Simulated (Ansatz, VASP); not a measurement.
# Nb: VASP beside Ansatz

Contents of INCAR:

```
PREC = Accurate ; ENCUT = 600
EDIFF = 1E-6 ; ISMEAR = -1
SIGMA = 0.05 ; LREAL = F
LASPH = T ; NELM = 100
ALGO = Normal ; ISIF = 3
LWAVE = F ; LCHARG = F
GGA = PE ; IBRION = 2
NSW = 60 ; EDIFFG = -0.01
```

File KPOINTS:

```
regular mesh
0
Gamma
  11 11 11
```

File POSCAR:

```
Nb
1.0
    0.0000000000      2.1150000000      2.1150000000
    2.1150000000      0.0000000000      2.1150000000
    2.1150000000      2.1150000000      0.0000000000
Nb
1
Direct
    0.0000000000      0.0000000000      0.0000000000
```

File input.yaml:

```yaml
crystal:
  lattice:
    - [0.0, 2.115, 2.115]
    - [2.115, 0.0, 2.115]
    - [2.115, 2.115, 0.0]
  atoms:
    - { symbol: Nb, position: [0.0, 0.0, 0.0] }
hamiltonian:
  xc: pbe
  pseudopotentials: { kind: paw }
kpoints:
  mp_grid: { grid: [11, 11, 11] }
scf:
  occupations: { method: fermi_dirac, width: 0.05 }
output:
  forces: true
  stress: true
  eigenvalues: true
relax:
  f_tol: 0.01
  max_steps: 40
  cell: { stress_tol: 0.05 }
```

Alike in both runs: task relaxation of cell and atoms; functional PBE; k mesh 11 × 11 × 11; occupations fermi-dirac, width 0.05 eV; no spin polarisation.

```csv
,VASP,Ansatz
version,VASP 6.6.1,Ansatz 0.2.0
potentials or method,"VASP PAW PBE potentials, release 64 (Nb_sv)",Ansatz PAW
plane-wave cutoff (eV),600,420
valence electrons in the cell,13,13
```

```tsv
	VASP	Ansatz	Ansatz less VASP
gap on the k mesh at the Fermi level, each at its own relaxed structure (eV)	none	none	-
relaxed volume (Å³/atom)	18.67	18.71	+0.034
relaxed cell length with the largest relative difference (Å)	2.978	2.980	+0.0018
```

A gap of «none» marks a metal or a gap that the smearing closes.

Noted on Ansatz's run: the plane-wave basis is chosen anew once the cell has moved, so the energies of steps on either side of that aren't comparable.
